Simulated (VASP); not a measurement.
# Pd (Im-3m) in VASP: a series of runs

The runs below take Pd through single point, with r2SCAN.

All numbers are computed with VASP 6.6.1; they aren't measurements. Logs are shortened: lines on timing, memory, paths and dates and some standing lists are left out, and cuts for length are marked.

## (1) The cell of the first run

The structure is cubic, space group Im-3m (No. 229). Conventional cell: a = 3.026 Å, b = 3.026 Å, c = 3.026 Å, α = 90.00°, β = 90.00°, γ = 90.00°. Pd (site symmetry m-3m) has 14 Pd at 2.62 to 3.03 Å within 3.5 Å.

This isn't the form of Pd at room conditions, which is fcc.

## (2) Single point, r2SCAN (13.86 Å³/atom)

POSCAR

```
Pd
1.0
   -1.5131741378      1.5131741378      1.5131741378
    1.5131741378     -1.5131741378      1.5131741378
    1.5131741378      1.5131741378     -1.5131741378
Pd
1
Direct
    0.0000000000      0.0000000000      0.0000000000
```

INCAR.step1

```
PREC = Accurate
ENCUT = 520
ISMEAR = -1
SIGMA = 0.1
LREAL = False
LASPH = True
NELM = 80
NBANDS = 11
GGA = PE
ALGO = Normal
EDIFF = 1E-4
LWAVE = True
LCHARG = False
```

INCAR.step2

```
PREC = Accurate
ENCUT = 520
EDIFF = 1E-7
ISMEAR = -1
SIGMA = 0.1
LREAL = False
LASPH = True
NELM = 80
ALGO = Normal
ISIF = 2
LWAVE = False
LCHARG = False
METAGGA = R2SCAN
LMIXTAU = True
NBANDS = 11
ISTART = 1
```

KPOINTS

```
Automatic mesh
0
Gamma
  16 16 16
```

Potentials or basis: VASP PAW PBE potentials, release 64 (Pd).

Launch:

```console
cat potpaw_PBE.64/Pd/POTCAR > POTCAR
cp INCAR.step1 INCAR
mpirun -np 1 vasp_std > vasp.out
cp INCAR.step2 INCAR
mpirun -np 1 vasp_std > vasp.out
```

OUTCAR:

```text
PREC = Accurate
   ENCUT = 520
   EDIFF = 1E-7
   ISMEAR = -1
   LREAL = False
   LASPH = True
   NELM = 80
   ISIF = 2
   METAGGA = R2SCAN
   ISTART = 1

 ion  position               nearest neighbor table
   1  0.000  0.000  0.000-

  LATTYP: Found a body centered cubic cell.
 ALAT       =     3.0263482756

  Lattice vectors:

 A1 = (  -1.5131741378,   1.5131741378,   1.5131741378)
 A2 = (   1.5131741378,  -1.5131741378,   1.5131741378)
 A3 = (   1.5131741378,   1.5131741378,  -1.5131741378)

Analysis of symmetry for initial positions (statically):
=====================================================================
 Subroutine PRICEL returns:
 Original cell was already a primitive cell.

 Routine SETGRP: Setting up the symmetry group for a
 body centered cubic supercell.

 Subroutine GETGRP returns: Found 48 space group operations
 (whereof 48 operations were pure point group operations)
 out of a pool of 48 trial point group operations.

The static configuration has the point symmetry O_h .

Analysis of symmetry for dynamics (positions and initial velocities):
=====================================================================
 Subroutine PRICEL returns:
 Original cell was already a primitive cell.

 Routine SETGRP: Setting up the symmetry group for a
 body centered cubic supercell.

 Subroutine GETGRP returns: Found 48 space group operations
 (whereof 48 operations were pure point group operations)
 out of a pool of 48 trial point group operations.

The dynamic configuration has the point symmetry O_h .

 Subroutine INISYM returns: Found 48 space group operations
 (whereof 48 operations are pure point group operations),
 and found     1 'primitive' translations

----------------------------------------------------------------------------------------

                                     Primitive cell

  volume of cell :      13.8588

  direct lattice vectors                    reciprocal lattice vectors
    -1.513174138  1.513174138  1.513174138     0.000000000  0.330431236  0.330431236
     1.513174138 -1.513174138  1.513174138     0.330431236  0.000000000  0.330431236
     1.513174138  1.513174138 -1.513174138     0.330431236  0.330431236  0.000000000

  length of vectors
     2.620894487  2.620894487  2.620894487     0.467300335  0.467300335  0.467300335

  position of ions in fractional coordinates (direct lattice)
     0.000000000  0.000000000  0.000000000

  ion indices of the primitive-cell ions
   primitive index   ion index
                 1           1

----------------------------------------------------------------------------------------

 KPOINTS: Automatic mesh

Automatic generation of k-mesh.
 Grid dimensions read from file:
 generate k-points for:   16   16   16

 Generating k-lattice:

  Cartesian coordinates                     Fractional coordinates (reciprocal lattice)
     0.000000000  0.020651952  0.020651952     0.062500000  0.000000000  0.000000000
     0.020651952  0.000000000  0.020651952     0.000000000  0.062500000  0.000000000
     0.020651952  0.020651952  0.000000000     0.000000000  0.000000000  0.062500000

  Length of vectors
     0.029206271  0.029206271  0.029206271

  Shift w.r.t. Gamma in fractional coordinates (k-lattice)
     0.000000000  0.000000000  0.000000000

 Subroutine IBZKPT returns following result:
 ===========================================

 Found    145 irreducible k-points:

 Following reciprocal coordinates:
            Coordinates               Weight
  0.000000  0.000000  0.000000      1.000000
  0.062500  0.000000  0.000000     12.000000
  0.125000  0.000000  0.000000     12.000000
  0.187500  0.000000  0.000000     12.000000
  0.250000  0.000000  0.000000     12.000000
  0.312500  0.000000  0.000000     12.000000
[... 16 lines left out ...]
  0.187500  0.187500  0.000000     24.000000
  0.250000  0.187500  0.000000     48.000000
 [... further k-points ...]
   k-points           NKPTS =    145   k-points in BZ     NKDIM =    145   number of bands    NBANDS=     11
   number of dos      NEDOS =    301   number of ions     NIONS =      1
   total plane-waves  NPLWV =   8000
   dimension x,y,z NGX =    20 NGY =   20 NGZ =   20
   dimension x,y,z NGXF=    40 NGYF=   40 NGZF=   40
   ions per type =               1
   NGX,Y,Z   is equivalent  to a cutoff of  12.69, 12.69, 12.69 a.u.
   NGXF,Y,Z  is equivalent  to a cutoff of  25.37, 25.37, 25.37 a.u.
 SYSTEM =  unknown system
   PREC   = accura    normal or accurate (medium, high low for compatibility)
   ISTART =      1    job   : 0-new  1-cont  2-samecut
   ICHARG =      0    charge: 1-file 2-atom 10-const
   ISPIN  =      1    spin polarized calculation?
   LNONCOLLINEAR =      F non collinear calculations
   LSORBIT =      F    spin-orbit coupling
   LASPH  =      T    aspherical Exc in radial PAW
   ENCUT  =  520.0 eV  38.22 Ry    6.18 a.u.   4.87  4.87  4.87*2*pi/ulx,y,z
   NELM   =     80;   NELMIN=  2; NELMDL=  0     # of ELM steps
   EDIFF  = 0.1E-06   stopping-criterion for ELM
   LREAL  =      F    real-space projection
   EDIFFG = 0.1E-05   stopping-criterion for IOM
   NSW    =      0    number of steps for IOM
   IBRION =     -1    ionic relax: 0-MD 1-quasi-New 2-CG
   NFREE  =      0    steps in history (QN), initial steepest desc. (CG)
   ISIF   =      2    stress and relaxation
   ISYM   =      2    0-nonsym 1-usesym 2-fastsym
   POTIM  = 0.5000    time-step for ionic-motion
   TEBEG  =    0.0;   TEEND  =   0.0 temperature during run
   PSTRESS=    0.0 pullay stress
   NELECT =      10.0000    total number of electrons
   NUPDOWN=      -1.0000    fix difference up-down
   EMIN   =  10.00;   EMAX   =-10.00  energy-range for DOS
   EFERMI =   0.00;   METHOD = LEGACY
   ISMEAR =    -1;   SIGMA  =   0.10  broadening in eV -4-tet -1-fermi 0-gaus
   EFERMI_NEDOS =   21; number of points for ismear=-14 and -15
   IALGO  =     38    algorithm
   IMIX   =      4    mixing-type and parameters
     AMIX     =   0.40;   BMIX     =  1.00
     AMIX_MAG =   1.60;   BMIX_MAG =  1.00
  volume/ion in A,a.u.               =      13.86        93.52
  Fermi-wavevector in a.u.,A,eV,Ry     =   1.468360  2.774798 29.335270  2.156082
  Thomas-Fermi vector in A             =   2.583867
   LORBIT       =      0    0 simple, 1 ext, 2 COOP (PROOUT), +10 PAW based schemes
   METAGGA = R2SCAN    functional components
   LHFCALC =     F    Hartree Fock is set to
   AEXX    =    0.0000 exact exchange contribution
   IVDW    =     0    specifies the selected vdW correction
   LEPSILON=     F    determine dielectric tensor
   LRPA    =     F    only Hartree local field effects (RPA)
 non-spin polarized calculation
  energy-cutoff  :      520.00
  volume of cell :       13.86
 maximum number of plane-waves:       386
   NGX =  9   NGY =  9   NGZ =  9

 number of electron       9.9999998 magnetization

 Free energy of the ion-electron system (eV)
  ---------------------------------------------------
  ext. energy  EPLUGINS =         0.00000000
  ---------------------------------------------------
  free energy    TOTEN  =       -22.85419879 eV

  energy without entropy =      -22.81842856  energy(sigma->0) =      -22.83631367

 E-fermi :  10.7360     XC(G=0): -14.5818

 val. band max:       10.7332428128   @ k =  -0.3750   0.4375   0.1250
 cond. band min:      10.7649588084   @ k =   0.5000   0.5000   0.4375
 fundamental gap:      0.0317159956
 Fermi energy:        10.7359857340

 k-point     1 :       0.0000    0.0000    0.0000
  band No.  band energies     occupation
      1       3.0119      2.00000
      2       7.3428      2.00000
      3       7.3428      2.00000
      4       7.3428      2.00000
      5       9.5498      1.99999
      6       9.5498      1.99999
      7      31.1917      0.00000
      8      31.1917      0.00000
      9      31.1917      0.00000
     10      33.1244      0.00000
     11      40.7586      0.00000

 k-point     2 :       0.0625    0.0000    0.0000
  band No.  band energies     occupation
      1       3.1767      2.00000
      2       7.2838      2.00000
      3       7.3451      2.00000
      4       7.4651      2.00000
      5       9.4793      1.99999
      6       9.5541      1.99999
      7      31.1484      0.00000
      8      31.2304      0.00000
      9      31.4023      0.00000
     10      33.1212      0.00000
     11      39.2942      0.00000

 k-point     3 :       0.1250    0.0000    0.0000
  band No.  band energies     occupation
      1       3.6442      2.00000
      2       7.1193      2.00000
      3       7.3487      2.00000
      4       7.8232      2.00000
      5       9.3213      2.00000
      6       9.5690      1.99998
      7      30.7929      0.00000
      8      31.1890      0.00000
      9      32.0084      0.00000
     10      33.1122      0.00000
     11      37.8085      0.00000

 k-point     4 :       0.1875    0.0000    0.0000
  band No.  band energies     occupation
      1       4.3048      2.00000
      2       6.8818      2.00000
      3       7.3945      2.00000
      4       8.3891      2.00000
      5       9.1965      2.00000
      6       9.5986      1.99998
      7      29.6260      0.00000
      8      30.6896      0.00000
      9      32.9344      0.00000
     10      33.1042      0.00000
     11      37.3798      0.00000
[... 239 lines left out ...]
 k-point    22 :       0.4375    0.1250    0.0000
  band No.  band energies     occupation
      1       5.0595      2.00000
      2       6.0949      2.00000
      3       9.0452      2.00000
      4       9.4493      1.99999
      5      10.5188      1.79532
      6      14.3366      0.00000
      7      19.6230      0.00000
      8      26.1322      0.00000
      9      29.0614      0.00000
     10      33.1437      0.00000
     11      36.9109      0.00000

 k-point    23 :       0.1875    0.1875    0.0000
  band No.  band energies     occupation
      1       5.6135      2.00000
      2       6.6501      2.00000
      3       7.1194      2.00000
      4       9.0518      2.00000
      5       9.8628      1.99968
      6      11.1035      0.04944
      7      26.5170      0.00000
      8      26.8523      0.00000
      9      31.5033      0.00000
     10      33.1980      0.00000
     11      34.1126      0.00000

 k-point    24 :       0.2500    0.1875    0.0000
  band No.  band energies     occupation
      1       5.6326      2.00000
      2       6.4561      2.00000
      3       7.5916      2.00000
      4       9.1783      2.00000
      5       9.9754      1.99901
      6      12.5199      0.00000
      7      24.1492      0.00000
      8      25.7965      0.00000
      9      30.4265      0.00000
     10      33.1691      0.00000
     11      34.8203      0.00000

 [... further k-points ...]

------------------------ aborting loop because EDIFF is reached ----------------------------------------

  FORCE on cell =-STRESS in cart. coord.  units (eV):
  Direction    XX          YY          ZZ          XY          YZ          ZX
  --------------------------------------------------------------------------------------
  -------------------------------------------------------------------------------------
  Total        1.7126767      1.7126767      1.7126767     -0.0000000      0.0000000      0.0000000
  in kB      197.9972907    197.9972907    197.9972907     -0.0000000      0.0000000      0.0000000
  external PRESSURE =     197.9972907 kB  Pullay stress =       0.0000000 kB

 VOLUME and BASIS-vectors are now :
 -----------------------------------------------------------------------------
  energy-cutoff  :      520.00
  volume of cell :       13.86
      direct lattice vectors                 reciprocal lattice vectors
    -1.513174138  1.513174138  1.513174138     0.000000000  0.330431236  0.330431236
     1.513174138 -1.513174138  1.513174138     0.330431236  0.000000000  0.330431236
     1.513174138  1.513174138 -1.513174138     0.330431236  0.330431236  0.000000000

 POSITION                                       TOTAL-FORCE (eV/Angst)
 -----------------------------------------------------------------------------------
      0.00000      0.00000      0.00000        -0.000000     -0.000000     -0.000000
 -----------------------------------------------------------------------------------
    total drift:                                0.000000     -0.000000      0.000000

  FREE ENERGIE OF THE ION-ELECTRON SYSTEM (eV)
  ---------------------------------------------------
  free  energy   TOTEN  =       -22.8541987892 eV

  energy  without entropy=      -22.8184285605  energy(sigma->0) =      -22.83631367
```

Wall time 1.7 min (1 thread of Intel Xeon 8259CL, shared host); peak memory 0.15 GiB.

What came out:

```
Free energy            : -22.8542 eV
Pressure               : 19.8 GPa
Band gap on the k mesh : zero (bands 5 and 6 overlap by 2.00 eV)
```

Caveat: the cell stands under pressure; the PAW data sets were made with another functional, which shifts forces and pressure a little.

(Part 1 of 2 ends here.)

The gap in the log of VASP goes by the Fermi energy; the results here count the filled bands.